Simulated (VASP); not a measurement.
# Ti (Fm-3m) in VASP: a series of runs, part 2 of 2

VASP 6.6.1.

## 4. Elastic constants, PBEsol

File INCAR:

```
SYSTEM = Ti
  ALGO = Normal
  EDIFF = 1E-8
  ENCUT = 600
  GGA = PS
  IBRION = 6
  ISIF = 3
  ISMEAR = -1
  LASPH = .True.
  LCHARG = .True.
  LREAL = .False.
  LWAVE = .False.
  NBANDS = 12
  NELM = 80
  NFREE = 2
  NSW = 1
  POTIM = 0.015
  PREC = Accurate
  SIGMA = 0.05
```

File KPOINTS:

```
k-points
0
Gamma
  8 8 8
  0 0 0
```

File POSCAR:

```
Ti
1.0
    0.0000000000      2.0300000000      2.0300000000
    2.0300000000      0.0000000000      2.0300000000
    2.0300000000      2.0300000000      0.0000000000
Ti
1
Direct
    0.0000000000      0.0000000000      0.0000000000
```

Potentials or basis: VASP PAW PBE potentials, release 64 (Ti_sv).

Started as:

```sh
$ cat potpaw_PBE.64/Ti_sv/POTCAR > POTCAR
$ mpirun -np 1 vasp_std > vasp.out
```

OUTCAR:

```text
SYSTEM = Ti
   EDIFF = 1E-8
   ENCUT = 600
   GGA = PS
   IBRION = 6
   ISIF = 3
   ISMEAR = -1
   LASPH = .True.
   LREAL = .False.
   NELM = 80
   NFREE = 2
   NSW = 1
   POTIM = 0.015
   PREC = Accurate

 ion  position               nearest neighbor table
   1  0.000  0.000  0.000-

  LATTYP: Found a face centered cubic cell.
 ALAT       =     4.0600000000

  Lattice vectors:

 A1 = (   0.0000000000,   2.0300000000,   2.0300000000)
 A2 = (   2.0300000000,   0.0000000000,   2.0300000000)
 A3 = (   2.0300000000,   2.0300000000,   0.0000000000)

Analysis of symmetry for initial positions (statically):
=====================================================================
 Subroutine PRICEL returns:
 Original cell was already a primitive cell.

 Routine SETGRP: Setting up the symmetry group for a
 face centered cubic supercell.

 Subroutine GETGRP returns: Found 48 space group operations
 (whereof 48 operations were pure point group operations)
 out of a pool of 48 trial point group operations.

The static configuration has the point symmetry O_h .

Analysis of symmetry for dynamics (positions and initial velocities):
=====================================================================
 Subroutine PRICEL returns:
 Original cell was already a primitive cell.

 Routine SETGRP: Setting up the symmetry group for a
 face centered cubic supercell.

 Subroutine GETGRP returns: Found 48 space group operations
 (whereof 48 operations were pure point group operations)
 out of a pool of 48 trial point group operations.

The dynamic configuration has the point symmetry O_h .

 Subroutine INISYM returns: Found 48 space group operations
 (whereof 48 operations are pure point group operations),
 and found     1 'primitive' translations

----------------------------------------------------------------------------------------

                                     Primitive cell

  volume of cell :      16.7309

  direct lattice vectors                    reciprocal lattice vectors
     0.000000000  2.030000000  2.030000000    -0.246305419  0.246305419  0.246305419
     2.030000000  0.000000000  2.030000000     0.246305419 -0.246305419  0.246305419
     2.030000000  2.030000000  0.000000000     0.246305419  0.246305419 -0.246305419

  length of vectors
     2.870853532  2.870853532  2.870853532     0.426613499  0.426613499  0.426613499

  position of ions in fractional coordinates (direct lattice)
     0.000000000  0.000000000  0.000000000

  ion indices of the primitive-cell ions
   primitive index   ion index
                 1           1

----------------------------------------------------------------------------------------

[... 218 lines left out ...]
  energy  without entropy=       -8.2704726968  energy(sigma->0) =       -8.27736809

[... ionic steps 4 to 12 ...]

--------------------------------------- Ionic step       13  -------------------------------------------

 number of electron      12.0000001 magnetization

------------------------ aborting loop because EDIFF is reached ----------------------------------------
[... 65 lines left out ...]
--------------------------------------- Ionic step       15  -------------------------------------------

 number of electron      12.0000001 magnetization

 Free energy of the ion-electron system (eV)
  ---------------------------------------------------
  ext. energy  EPLUGINS =         0.00000000
  ---------------------------------------------------
  free energy    TOTEN  =        -8.28514211 eV

  energy without entropy =       -8.27149307  energy(sigma->0) =       -8.27831759

 E-fermi :   8.5169     XC(G=0): -11.8170

 val. band max:        8.4502941098   @ k =  -0.2500   0.2500   0.0000
 cond. band min:       8.5623284681   @ k =   0.2500   0.0000   0.0000
 fundamental gap:      0.1120343583
 Fermi energy:         8.5169296108

 k-point     1 :       0.0000    0.0000    0.0000
  band No.  band energies     occupation
      1     -47.9295      2.00000
      2     -23.8373      2.00000
      3     -23.8373      2.00000
      4     -23.8373      2.00000
      5       2.3126      2.00000
      6       9.3865      0.00000
      7       9.3865      0.00000
      8       9.3865      0.00000
      9      11.0967      0.00000
     10      11.0967      0.00000
     11      23.9647      0.00000
     12      28.5913      0.00000
[... 331 lines left out ...]
 k-point    24 :      -0.3750    0.2500    0.1250
  band No.  band energies     occupation
      1     -47.7608      2.00000
      2     -24.4944      2.00000
      3     -24.1348      2.00000
      4     -23.9975      2.00000
      5       6.8624      2.00000
      6       7.6950      2.00000
      7       8.7663      0.01356
      8      10.1254      0.00000
      9      12.0838      0.00000
     10      14.3347      0.00000
     11      16.8707      0.00000
     12      22.4304      0.00000

 [... further k-points ...]
[... 5 lines left out ...]
  --------------------------------------------------------------------------------------
  -------------------------------------------------------------------------------------
  Total       -0.0614514     -0.0614514     -0.0614514      0.0000000     -0.0000000      0.0000000
  in kB       -5.8846943     -5.8846943     -5.8846943      0.0000000     -0.0000000      0.0000000
  external PRESSURE =      -5.8846943 kB  Pullay stress =       0.0000000 kB
[... 16 lines left out ...]
  FREE ENERGIE OF THE ION-ELECTRON SYSTEM (eV)
  ---------------------------------------------------
  free  energy   TOTEN  =        -8.2851421099 eV

  energy  without entropy=       -8.2714930675  energy(sigma->0) =       -8.27831759

 INTERNAL STRAIN TENSORS FROM STRAINED CELLS
 ============================================

 INTERNAL STRAIN TENSOR FOR ION    1 for displacements in x,y,z  (eV/Angst):
          X           Y           Z          XY          YZ          ZX
  --------------------------------------------------------------------------------
  x    -0.00000     0.00000     0.00000    -0.00000     0.00000    -0.00000
  y     0.00000     0.00000     0.00000     0.00000     0.00000     0.00000
  z     0.00000    -0.00000    -0.00000     0.00000     0.00000     0.00000

 INTERNAL STRAIN TENSORS FROM DISPLACED ATOMS
 ============================================

 INTERNAL STRAIN TENSOR FOR ION    1 for displacements in x,y,z  (eV/Angst):
          X           Y           Z          XY          YZ          ZX
  --------------------------------------------------------------------------------
  x     0.00000     0.00000     0.00000     0.00000     0.00000     0.00000
  y     0.00000     0.00000     0.00000     0.00000     0.00000     0.00000
  z     0.00000     0.00000     0.00000     0.00000     0.00000     0.00000

 Eigenvectors and eigenvalues of the dynamical matrix
 ----------------------------------------------------

   1 f  =    0.000000 THz     0.000000 2PiTHz    0.000000 cm-1     0.000000 meV
             X         Y         Z           dx          dy          dz
      0.000000  0.000000  0.000000     1.000000    0.000000    0.000000

   2 f  =    0.000000 THz     0.000000 2PiTHz    0.000000 cm-1     0.000000 meV
             X         Y         Z           dx          dy          dz
      0.000000  0.000000  0.000000     0.000000    1.000000    0.000000

   3 f  =    0.000000 THz     0.000000 2PiTHz    0.000000 cm-1     0.000000 meV
             X         Y         Z           dx          dy          dz
      0.000000  0.000000  0.000000     0.000000    0.000000    1.000000

--------------------------------------------------------------------------------------------------------

 ELASTIC MODULI CONTR FROM IONIC RELAXATION (kBar)
 Direction    XX          YY          ZZ          XY          YZ          ZX
 --------------------------------------------------------------------------------
 XX           0.0000      0.0000      0.0000      0.0000      0.0000      0.0000
 YY           0.0000      0.0000      0.0000      0.0000      0.0000      0.0000
 ZZ           0.0000      0.0000      0.0000      0.0000      0.0000      0.0000
 XY           0.0000      0.0000      0.0000      0.0000      0.0000      0.0000
 YZ           0.0000      0.0000      0.0000      0.0000      0.0000      0.0000
 ZX           0.0000      0.0000      0.0000      0.0000      0.0000      0.0000
 --------------------------------------------------------------------------------

 TOTAL ELASTIC MODULI (kBar)
 Direction    XX          YY          ZZ          XY          YZ          ZX
 --------------------------------------------------------------------------------
 XX        1466.1162    913.5704    913.5704     -0.0000     -0.0000     -0.0000
 YY         913.5704   1466.1162    913.5704     -0.0000     -0.0000     -0.0000
 ZZ         913.5704    913.5704   1466.1162     -0.0000      0.0000     -0.0000
 XY          -0.0000     -0.0000     -0.0000    427.6749      0.0000      0.0000
 YZ          -0.0000     -0.0000      0.0000      0.0000    427.6749      0.0000
 ZX          -0.0000     -0.0000     -0.0000      0.0000      0.0000    427.6749
 --------------------------------------------------------------------------------
```

stdout:

```text
POSCAR found type information on POSCAR Ti
 POSCAR found :  1 types and       1 ions
 scaLAPACK will be used
 -----------------------------------------------------------------------------
|                                                                             |
|                                                                             |
|     You enforced a specific xc type in the INCAR file but a different       |
|     I HOPE YOU KNOW WHAT YOU ARE DOING!                                     |
|                                                                             |
 -----------------------------------------------------------------------------

 LDA part: xc-table for (Slater+PW92), standard interpolation
 POSCAR, INCAR and KPOINTS ok, starting setup
 FFT: planning ... GRIDC
 FFT: planning ... GRID_SOFT
 FFT: planning ... GRID
 WAVECAR not read
 entering main loop
 Found     1 degrees of freedom:
 Adding 6 more for cell shape distortion
 Finite differences POTIM= 0.01500 DOF=   7
 bond charge predicted
 Finite differences progress:
 bond charge predicted
 Finite differences progress:
 bond charge predicted
 Finite differences progress:
 bond charge predicted
 Finite differences progress:
 bond charge predicted
 Finite differences progress:
 bond charge predicted
 Finite differences progress:
 bond charge predicted
 Finite differences progress:
 bond charge predicted
 Finite differences progress:
 bond charge predicted
 Finite differences progress:
 bond charge predicted
 Finite differences progress:
 bond charge predicted
 Finite differences progress:
 bond charge predicted
 Finite differences progress:
 bond charge predicted
 Finite differences progress:
 bond charge predicted
 Finite differences progress:
```

It took 9.5 min on 1 thread of AMD EPYC 7R13, shared host; peak memory 0.16 GiB.

What came out:

| Quantity | Value |
| --- | --- |
| Elastic constants C11, C12, C44 | 147, 91, 43 GPa |
| Voigt bulk modulus | 110 GPa |

Elastic tensor in Voigt notation (GPa, in the Cartesian axes of the cell as first typed):
```
147  91  91   0   0   0
 91 147  91   0   0   0
 91  91 147   0   0   0
  0   0   0  43   0   0
  0   0   0   0  43   0
  0   0   0   0   0  43
```

Clamped-ion elastic tensor (GPa):
```
147  91  91   0   0   0
 91 147  91   0   0   0
 91  91 147   0   0   0
  0   0   0  43   0   0
  0   0   0   0  43   0
  0   0   0   0   0  43
```

Caveat: the PAW data sets were made with another functional, which shifts forces and pressure a little.

## 5. Elastic constants, PBEsol+D3(BJ)

File INCAR:

```
SYSTEM = Ti
ALGO = Fast
EDIFF = 1E-8
ENCUT = 600
GGA = PS
IBRION = 6
ISIF = 3
ISMEAR = -1
IVDW = 12
LASPH = .True.
LCHARG = .False.
LREAL = .False.
LWAVE = .False.
NBANDS = 12
NELM = 60
NFREE = 2
NSW = 1
POTIM = 0.015
PREC = Accurate
SIGMA = 0.15
```

File KPOINTS:

```
k-points
0
Gamma
  9 9 9
  0 0 0
```

POSCAR is that of step 4.

Started as:

```sh
$ cat potpaw_PBE.64/Ti_sv/POTCAR > POTCAR
$ mpirun -np 1 vasp_std > vasp.out
```

It took 3.6 min on 1 thread of Intel Xeon 6975P-C (Granite Rapids), shared host; peak memory 0.23 GiB.

It converged, with:

| Item | Value |
| --- | --- |
| Elastic constants C11, C12, C44 | 115, 102, 60 GPa |
| Voigt bulk modulus | 106 GPa |
| Dispersion energy per atom | -0.623 eV |

Elastic tensor in Voigt notation (GPa, in the Cartesian axes of the cell as first typed):
```
115 102 102   0   0   0
102 115 102   0   0   0
102 102 115   0   0   0
  0   0   0  60   0   0
  0   0   0   0  60   0
  0   0   0   0   0  60
```

Clamped-ion elastic tensor (GPa):
```
115 102 102   0   0   0
102 115 102   0   0   0
102 102 115   0   0   0
  0   0   0  60   0   0
  0   0   0   0  60   0
  0   0   0   0   0  60
```

Caveat: the cell is under stress, which shifts elastic constants; the PAW data sets were made with another functional, which shifts forces and pressure a little.
